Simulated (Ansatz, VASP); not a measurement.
Two plane-wave programs on SiNi3

INCAR

```
PREC = Accurate
ENCUT = 520
EDIFF = 1E-6
ISMEAR = 0
SIGMA = 0.1
LREAL = F
LASPH = T
NELM = 150
ALGO = Fast
ISIF = 2
LWAVE = F
LCHARG = T
ISPIN = 2
MAGMOM = 0 2 2 2
LORBIT = 11
LMAXMIX = 4
GGA = PE
LELF = T
LVHAR = T
NBANDS = 29
```

File KPOINTS:

```
regular mesh
0
Gamma
  6 6 6
```

POSCAR

```
SiNi3
1.0
   -2.5467710500      2.5467710500      2.0180948300
    2.5467710500     -2.5467710500      2.0180948300
    2.5467710500      2.5467710500     -2.0180948300
Si Ni
1 3
Direct
    0.5000000000      0.5000000000      0.0000000000
    0.5000000000      0.0000000000      0.5000000000
    0.0000000000      0.5000000000      0.5000000000
    0.0000000000      0.0000000000      0.0000000000
```

Input for Ansatz:

```yaml
crystal:
  lattice:
    - [-2.54677105, 2.54677105, 2.01809483]
    - [2.54677105, -2.54677105, 2.01809483]
    - [2.54677105, 2.54677105, -2.01809483]
  atoms:
    - { symbol: Si, position: [0.5, 0.5, 0.0] }
    - { symbol: Ni, position: [0.5, 0.0, 0.5], spin: 2.0 }
    - { symbol: Ni, position: [0.0, 0.5, 0.5], spin: 2.0 }
    - { symbol: Ni, position: [0.0, 0.0, 0.0], spin: 2.0 }
basis:
  ecutwfc: 420
kpoints:
  mp_grid: { grid: [6, 6, 6] }
hamiltonian:
  xc: pbe
scf:
  occupations: { method: gaussian, width: 0.1 }
  lower_state_search: "off"
output:
  forces: true
  stress: true
  eigenvalues: true
  populations: true
magnetization:
  spin_polarized: true
```

Alike in both runs: task single point; functional PBE; k mesh 6 × 6 × 6; occupations gaussian, width 0.1 eV; collinear spin.

|  | VASP | Ansatz |
| --- | --- | --- |
| version | VASP 6.6.1 | Ansatz 0.2.0 |
| potentials or method | VASP PAW PBE potentials, release 64 (Si, Ni), cutoff 520 eV | scalar-relativistic, plane waves, PAW |
| valence electrons in the cell | 34 | 58 |

```tsv
	VASP	Ansatz	Ansatz less VASP
gap on the k mesh at the Fermi level (eV)	none	none	-
pressure (GPa)	14.5	14.9	+0.42
traceless stress, the component that is largest in VASP (GPa)	58.23	58.90	+0.666
net moment per atom (μB)	0.31	0.31	+0.001
size of the moment on the site where the two differ most (μB)	0.05	0.04	-0.011
```

Site moments also hang on the region over which each program counts them. A gap of «none» marks a metal or a gap that the smearing closes. VASP's potentials hold 34 valence electrons a cell and Ansatz's 58, so a difference there can come from the potentials and not from the codes.
